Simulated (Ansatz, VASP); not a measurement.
## Gd in VASP and in Ansatz

The input INCAR:

```
SYSTEM = Gd
  PREC = Accurate
  ENCUT = 520
  EDIFF = 1E-8
  ISMEAR = -1
  SIGMA = 0.05
  LREAL = .False.
  LASPH = .True.
  NELM = 200
  ALGO = Normal
  ISIF = 2
  LWAVE = .False.
  LCHARG = .False.
  ISPIN = 2
  MAGMOM = 7
  LORBIT = 11
  LMAXMIX = 6
  GGA = PE
  LEFG = .True.
  NBANDS = 19
  GGA_COMPAT = .False.
```

The input KPOINTS:

```
Automatic mesh
0
Gamma
  10 10 10
  0 0 0
```

File POSCAR:

```
Gd
1.0
    3.2272669957      0.0000000000      0.0000000000
    0.0000000000      3.2272669957      0.0000000000
    0.0000000000      0.0000000000      3.2272669957
Gd
1
Direct
    0.0000000000      0.0000000000      0.0000000000
```

Input for Ansatz:

```yaml
crystal:
  lattice:
    - [3.2272669957, 0.0, 0.0]
    - [0.0, 3.2272669957, 0.0]
    - [0.0, 0.0, 3.2272669957]
  atoms:
    - { symbol: Gd, position: [0.0, 0.0, 0.0], spin: 7.0 }
magnetization:
  spin_polarized: true
kpoints:
  mp_grid: { grid: [10, 10, 10] }
scf:
  occupations: { method: fermi_dirac, width: 0.05 }
hamiltonian:
  xc: pbe
  pseudopotentials: { kind: paw }
output:
  forces: true
  stress: true
  eigenvalues: true
  efg: { contact_densities: true }
  write_density: true
  write_potential: true
  elf: true
  volumetric_format: npy
```

Change from the starting cell: volume scaled by 0.97, PAW files.

Alike in both runs: task electric field gradients; functional PBE; k mesh 10 × 10 × 10; occupations fermi-dirac, width 0.05 eV; collinear spin.

|  | VASP | Ansatz |
| --- | --- | --- |
| version | VASP 6.6.1 | Ansatz 0.2.0 |
| potentials or method | VASP PAW PBE potentials, release 64 (Gd) | PAW with Ansatz's default frozen-core files, scalar-relativistic |
| plane-wave cutoff (eV) | 520 | 420 |
| valence electrons in the cell | 18 | 18 |

```csv
,VASP,Ansatz,Ansatz less VASP
pressure (GPa),0.9,0.9,0.00
net moment per atom (μB),7.88,7.87,-0.005
size of the moment on the site where the two differ most (μB),7.16,7.49,+0.329
```

Site moments also hang on the region over which each program counts them. With one functional, cell and mesh, what is left measures potentials, basis and numerics.

Neither program's run includes spin-orbit coupling.
